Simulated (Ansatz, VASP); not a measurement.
Au in VASP and in Ansatz

INCAR

```
PREC = Accurate
ENCUT = 600
EDIFF = 1E-6
ISMEAR = -1
SIGMA = 0.15
LREAL = False
LASPH = True
NELM = 100
ALGO = Fast
ISIF = 3
LWAVE = False
LCHARG = False
IBRION = 2
NSW = 80
EDIFFG = -0.001
```

KPOINTS

```
regular mesh
0
Gamma
  16 16 16
```

POSCAR

```
Au
1.0
    0.0000000000      2.0238282766      2.0238282766
    2.0238282766      0.0000000000      2.0238282766
    2.0238282766      2.0238282766      0.0000000000
Au
1
Direct
    0.0000000000      0.0000000000      0.0000000000
```

Input for Ansatz:

```yaml
crystal:
  lattice:
    - [0.0, 2.0238282766, 2.0238282766]
    - [2.0238282766, 0.0, 2.0238282766]
    - [2.0238282766, 2.0238282766, 0.0]
  atoms:
    - { symbol: Au, position: [0.0, 0.0, 0.0] }
basis:
  ecutwfc: 600.0
kpoints:
  mp_grid: { grid: [16, 16, 16] }
hamiltonian:
  xc: lda
  pseudopotentials: { kind: paw, azcp: { folder: soft_1 } }
scf:
  occupations: { method: fermi_dirac, width: 0.15 }
output:
  forces: true
  stress: true
  eigenvalues: true
relax:
  adjacent_minimum: "off"
  f_tol: 0.001
  max_steps: 60
  cell: { stress_tol: 0.01 }
```

Alike in both runs: task relaxation of cell and atoms; functional LDA; k mesh 16 × 16 × 16; occupations fermi-dirac, width 0.15 eV; no spin polarisation.

|  | VASP | Ansatz |
| --- | --- | --- |
| version | VASP 6.6.1 | Ansatz 0.2.0 |
| potentials or method | VASP PAW LDA potentials, release 64 (Au), cutoff 600 eV | scalar-relativistic, plane waves, PAW |
| valence electrons in the cell | 11 | 19 |

```csv
,VASP,Ansatz,Ansatz less VASP
"gap on the k mesh at the Fermi level, each at its own relaxed structure (eV)",none,none,-
relaxed volume (Å³/atom),16.64,16.58,-0.051
relaxed cell length with the largest relative difference (Å),2.865,2.862,-0.0029
```

Ansatz warns that its potentials were made for another functional, while VASP's fit it. LDA's correlation is that of Perdew and Zunger in VASP and of Perdew and Wang (1992) in Ansatz. A gap of «none» marks a metal or a gap that the smearing closes. VASP's potentials hold 11 valence electrons a cell and Ansatz's 19, so a difference there can come from the potentials and not from the codes.

Spin-orbit coupling is off throughout.
